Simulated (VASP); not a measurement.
# Sb (Fm-3m) in VASP: a series of runs, part 2 of 2

VASP 6.6.1. Earlier steps stand in the parts before.

### Step 3. Single point, BLYP (volume scaled by 0.96)

File INCAR:

```
SYSTEM = Sb
PREC = Accurate ; ENCUT = 520
EDIFF = 1E-6 ; ISMEAR = -1
SIGMA = 0.1 ; LREAL = .FALSE.
LASPH = .TRUE. ; NELM = 60
ALGO = Normal ; ISIF = 2
LWAVE = .FALSE. ; LCHARG = .FALSE.
GGA = B5 ; ALDAX = 1.0
AGGAX = 1.0 ; AGGAC = 1.0
ALDAC = 0.0 ; NBANDS = 8
```

File KPOINTS:

```
Automatic mesh
0
G
  12 12 12
  0 0 0
```

File POSCAR:

```
Sb
1.0
    0.0000000000      2.4425472357      2.4425472357
    2.4425472357      0.0000000000      2.4425472357
    2.4425472357      2.4425472357      0.0000000000
Sb
1
Direct
    0.0000000000      0.0000000000      0.0000000000
```

Potentials or basis: VASP PAW PBE potentials, release 64 (Sb).

Started as:

```bash
$ cat potpaw_PBE.64/Sb/POTCAR > POTCAR
$ mpirun -np 1 vasp_std > vasp.out
```

OUTCAR:

```text
SYSTEM = Sb
   PREC = Accurate
   ENCUT = 520
   EDIFF = 1E-6
   ISMEAR = -1
   LREAL = .FALSE.
   LASPH = .TRUE.
   NELM = 60
   ISIF = 2
   GGA = B5

 ion  position               nearest neighbor table
   1  0.000  0.000  0.000-

  LATTYP: Found a face centered cubic cell.
 ALAT       =     4.8850944714

  Lattice vectors:

 A1 = (   0.0000000000,   2.4425472357,   2.4425472357)
 A2 = (   2.4425472357,   0.0000000000,   2.4425472357)
 A3 = (   2.4425472357,   2.4425472357,   0.0000000000)

Analysis of symmetry for initial positions (statically):
=====================================================================
 Subroutine PRICEL returns:
 Original cell was already a primitive cell.

 Routine SETGRP: Setting up the symmetry group for a
 face centered cubic supercell.

 Subroutine GETGRP returns: Found 48 space group operations
 (whereof 48 operations were pure point group operations)
 out of a pool of 48 trial point group operations.

The static configuration has the point symmetry O_h .

Analysis of symmetry for dynamics (positions and initial velocities):
=====================================================================
[... 153 lines left out ...]

  energy without entropy =       -2.91396514  energy(sigma->0) =       -2.92608979

 E-fermi :   8.0139     XC(G=0):  -9.2242

 val. band max:        7.9682674137   @ k =   0.2500   0.0833   0.0000
 cond. band min:       8.0453255372   @ k =  -0.4167   0.4167   0.0833
 fundamental gap:      0.0770581235
 Fermi energy:         8.0139441502

 k-point     1 :       0.0000    0.0000    0.0000
  band No.  band energies     occupation
      1      -4.3363      2.00000
      2      12.5920      0.00000
      3      12.5920      0.00000
      4      12.5920      0.00000
      5      17.8369      0.00000
      6      17.8369      0.00000
      7      17.8369      0.00000
      8      18.6023      0.00000
[... 243 lines left out ...]
 k-point    24 :      -0.4167    0.1667    0.0000
  band No.  band energies     occupation
      1      -0.7868      2.00000
      2       3.3341      2.00000
      3       8.3905      0.04526
      4      10.4643      0.00000
      5      14.9802      0.00000
      6      18.3359      0.00000
      7      18.4578      0.00000
      8      21.8857      0.00000

 [... further k-points ...]
[... 5 lines left out ...]
  --------------------------------------------------------------------------------------
  -------------------------------------------------------------------------------------
  Total        0.4066677      0.4066677      0.4066677     -0.0000000     -0.0000000      0.0000000
  in kB       22.3558579     22.3558579     22.3558579     -0.0000000     -0.0000000      0.0000000
  external PRESSURE =      22.3558579 kB  Pullay stress =       0.0000000 kB

 VOLUME and BASIS-vectors are now :
 -----------------------------------------------------------------------------
  energy-cutoff  :      520.00
  volume of cell :       29.14
      direct lattice vectors                 reciprocal lattice vectors
     0.000000000  2.442547236  2.442547236    -0.204704332  0.204704332  0.204704332
     2.442547236  0.000000000  2.442547236     0.204704332 -0.204704332  0.204704332
     2.442547236  2.442547236  0.000000000     0.204704332  0.204704332 -0.204704332

 POSITION                                       TOTAL-FORCE (eV/Angst)
 -----------------------------------------------------------------------------------
      0.00000      0.00000      0.00000         0.000000     -0.000000     -0.000000
 -----------------------------------------------------------------------------------
    total drift:                                0.000000      0.000000      0.000000

  FREE ENERGIE OF THE ION-ELECTRON SYSTEM (eV)
  ---------------------------------------------------
  free  energy   TOTEN  =        -2.9382144363 eV

  energy  without entropy=       -2.9139651414  energy(sigma->0) =       -2.92608979
```

It took 9.1 s on 1 thread of Intel Xeon 6975P-C (Granite Rapids), shared host; peak memory 0.16 GiB.

Results:

| Quantity | Value |
| --- | --- |
| Free energy | -2.9382 eV |
| Pressure | 2.2 GPa |

Levels at points of the mesh, in eV from the Fermi level:
```
           k point  band 1  band 2  band 3  band 4  band 5
(0.00, 0.00, 0.00)  -12.35    4.58    4.58    4.58    9.82
(0.50, 0.00, 0.00)   -9.11   -5.23    3.11    3.11    7.90
(0.50, 0.50, 0.00)   -7.74   -4.46    0.29    0.29    4.43
```

Caveat: the cell differs from its parent crystal (volume scaled by 0.96); the PAW data sets were made with another functional, which shifts forces and pressure a little; spin-orbit coupling is left out, which moves the levels of the heavy elements.

### Step 4. Single point, BLYP

This run uses another cell than the first one, of 30.36 Å³/atom, 1.087 times its volume.

File INCAR:

```
PREC = Accurate
ENCUT = 520
EDIFF = 1E-7
ISMEAR = -1
SIGMA = 0.1
LREAL = False
LASPH = True
NELM = 80
ALGO = Normal
ISIF = 2
LWAVE = False
LCHARG = True
GGA = B5
ALDAX = 1.0
AGGAX = 1.0
AGGAC = 1.0
ALDAC = 0.0
LELF = True
LVHAR = True
NBANDS = 8
```

File KPOINTS:

```
Automatic mesh
0
Gamma
  12 12 12
```

File POSCAR:

```
Sb
1.0
    0.0000000000      2.4760109453      2.4760109453
    2.4760109453      0.0000000000      2.4760109453
    2.4760109453      2.4760109453      0.0000000000
Sb
1
Direct
    0.0000000000      0.0000000000      0.0000000000
```

Potentials or basis: VASP PAW PBE potentials, release 64 (Sb).

Started as:

```bash
$ cat potpaw_PBE.64/Sb/POTCAR > POTCAR
$ mpirun -np 1 vasp_std > vasp.out
```

OUTCAR:

```text
PREC = Accurate
   ENCUT = 520
   EDIFF = 1E-7
   ISMEAR = -1
   LREAL = False
   LASPH = True
   NELM = 80
   ISIF = 2
   GGA = B5

 ion  position               nearest neighbor table
   1  0.000  0.000  0.000-

  LATTYP: Found a face centered cubic cell.
 ALAT       =     4.9520218906

  Lattice vectors:

 A1 = (   0.0000000000,   2.4760109453,   2.4760109453)
 A2 = (   2.4760109453,   0.0000000000,   2.4760109453)
 A3 = (   2.4760109453,   2.4760109453,   0.0000000000)

Analysis of symmetry for initial positions (statically):
=====================================================================
 Subroutine PRICEL returns:
 Original cell was already a primitive cell.

 Routine SETGRP: Setting up the symmetry group for a
 face centered cubic supercell.

 Subroutine GETGRP returns: Found 48 space group operations
 (whereof 48 operations were pure point group operations)
 out of a pool of 48 trial point group operations.

The static configuration has the point symmetry O_h .

Analysis of symmetry for dynamics (positions and initial velocities):
=====================================================================
 Subroutine PRICEL returns:
 Original cell was already a primitive cell.

 Routine SETGRP: Setting up the symmetry group for a
 face centered cubic supercell.

 Subroutine GETGRP returns: Found 48 space group operations
 (whereof 48 operations were pure point group operations)
 out of a pool of 48 trial point group operations.

The dynamic configuration has the point symmetry O_h .

 Subroutine INISYM returns: Found 48 space group operations
 (whereof 48 operations are pure point group operations),
 and found     1 'primitive' translations

----------------------------------------------------------------------------------------

[... 109 lines left out ...]
     AMIX     =   0.40;   BMIX     =  1.00
     AMIX_MAG =   1.60;   BMIX_MAG =  1.00
  volume/ion in A,a.u.               =      30.36       204.87
  Fermi-wavevector in a.u.,A,eV,Ry     =   0.897365  1.695773 10.956272  0.805263
  Thomas-Fermi vector in A             =   2.019940
   LORBIT       =      0    0 simple, 1 ext, 2 COOP (PROOUT), +10 PAW based schemes
   GGA     = B5    functional components
   LHFCALC =     F    Hartree Fock is set to
   AEXX    =    0.0000 exact exchange contribution
   IVDW    =     0    specifies the selected vdW correction
   LEPSILON=     F    determine dielectric tensor
   LRPA    =     F    only Hartree local field effects (RPA)
 non-spin polarized calculation
  energy-cutoff  :      520.00
  volume of cell :       30.36
 maximum number of plane-waves:       869
 NGX is ok and might be reduce to    28
   NGX = 13   NGY = 13   NGZ = 13

 number of electron       5.0000000 magnetization

 Free energy of the ion-electron system (eV)
  ---------------------------------------------------
  ext. energy  EPLUGINS =         0.00000000
  ---------------------------------------------------
  free energy    TOTEN  =        -2.94715385 eV

  energy without entropy =       -2.92219773  energy(sigma->0) =       -2.93467579

 E-fermi :   7.5201     XC(G=0):  -9.0536

 val. band max:        7.4558357599   @ k =   0.5000   0.2500   0.0833
 cond. band min:       7.5655879564   @ k =  -0.4167   0.4167   0.0833
 fundamental gap:      0.1097521965
 Fermi energy:         7.5201293512

 k-point     1 :       0.0000    0.0000    0.0000
  band No.  band energies     occupation
      1      -4.5489      2.00000
      2      11.8280      0.00000
      3      11.8280      0.00000
      4      11.8280      0.00000
      5      17.2170      0.00000
      6      17.2170      0.00000
      7      17.2170      0.00000
      8      18.0994      0.00000
[... 243 lines left out ...]
 k-point    24 :      -0.4167    0.1667    0.0000
  band No.  band energies     occupation
      1      -1.2223      2.00000
      2       3.0531      2.00000
      3       7.8614      0.06381
      4       9.8393      0.00000
      5      14.4454      0.00000
      6      17.5768      0.00000
      7      17.8093      0.00000
      8      21.2241      0.00000

 [... further k-points ...]

------------------------ aborting loop because EDIFF is reached ----------------------------------------

  FORCE on cell =-STRESS in cart. coord.  units (eV):
  Direction    XX          YY          ZZ          XY          YZ          ZX
  --------------------------------------------------------------------------------------
  -------------------------------------------------------------------------------------
  Total        0.0364090      0.0364090      0.0364090      0.0000000     -0.0000000     -0.0000000
  in kB        1.9214627      1.9214627      1.9214627      0.0000000     -0.0000000     -0.0000000
  external PRESSURE =       1.9214627 kB  Pullay stress =       0.0000000 kB

 VOLUME and BASIS-vectors are now :
 -----------------------------------------------------------------------------
  energy-cutoff  :      520.00
  volume of cell :       30.36
      direct lattice vectors                 reciprocal lattice vectors
     0.000000000  2.476010945  2.476010945    -0.201937718  0.201937718  0.201937718
     2.476010945  0.000000000  2.476010945     0.201937718 -0.201937718  0.201937718
     2.476010945  2.476010945  0.000000000     0.201937718  0.201937718 -0.201937718

 POSITION                                       TOTAL-FORCE (eV/Angst)
 -----------------------------------------------------------------------------------
      0.00000      0.00000      0.00000         0.000000      0.000000      0.000000
 -----------------------------------------------------------------------------------
    total drift:                                0.000000      0.000000     -0.000000

  FREE ENERGIE OF THE ION-ELECTRON SYSTEM (eV)
  ---------------------------------------------------
  free  energy   TOTEN  =        -2.9471538529 eV

  energy  without entropy=       -2.9221977250  energy(sigma->0) =       -2.93467579
```

stdout:

```text
POSCAR found type information on POSCAR Sb
 POSCAR found :  1 types and       1 ions
 scaLAPACK will be used
 -----------------------------------------------------------------------------
|                                                                             |
|                                                                             |
|     You enforced a specific xc type in the INCAR file but a different       |
|     I HOPE YOU KNOW WHAT YOU ARE DOING!                                     |
|                                                                             |
 -----------------------------------------------------------------------------

 LDA part: xc-table for (Slater(with rela. corr.)+VWN5), standard interpolation
 POSCAR, INCAR and KPOINTS ok, starting setup
 FFT: planning ... GRIDC
 FFT: planning ... GRID_SOFT
 FFT: planning ... GRID
 WAVECAR not read
 entering main loop
```

It took 12 s on 1 thread of Intel Xeon 6975P-C (Granite Rapids), shared host; peak memory 0.16 GiB.

What came out:

* Free energy: -2.9472 eV
* Pressure: 0.2 GPa

Levels at points of the mesh, in eV from the Fermi level:
```csv
k point,band 1,band 2,band 3,band 4,band 5,band 6,band 7
"(0.00, 0.00, 0.00)",-12.07,4.31,4.31,4.31,9.70,9.70,9.70
"(0.50, 0.00, 0.00)",-9.03,-4.99,2.93,2.93,7.68,8.97,8.97
"(0.50, 0.50, 0.00)",-7.77,-4.26,0.28,0.28,4.41,4.92,16.81
```

Caveat: the PAW data sets were made with another functional, which shifts forces and pressure a little; spin-orbit coupling is left out, which moves the levels of the heavy elements.

### Step 5. Overview

| cell | gap on the mesh (eV) | pressure (GPa) |
| --- | --- | --- |
| a = 3.406 Å, angles 60.0°, 1 atom | none | 4.8 |
| a = 3.454 Å, angles 60.0°, 1 atom | none | 2.2 |
| a = 3.502 Å, angles 60.0°, 1 atom | none | 0.2 |

Alike in all rows: task single point; level BLYP; potentials or basis VASP PAW PBE potentials, release 64 (Sb); no spin polarisation; k mesh 12 × 12 × 12; cutoff (eV) 520; smearing fermi-dirac 0.1 eV.

Caveats: the PAW data sets were made with another functional, which shifts forces and pressure a little; spin-orbit coupling is left out, which moves the levels of the heavy elements.

Total energies depend on the potentials used, so only differences within one code and one set of settings carry meaning.
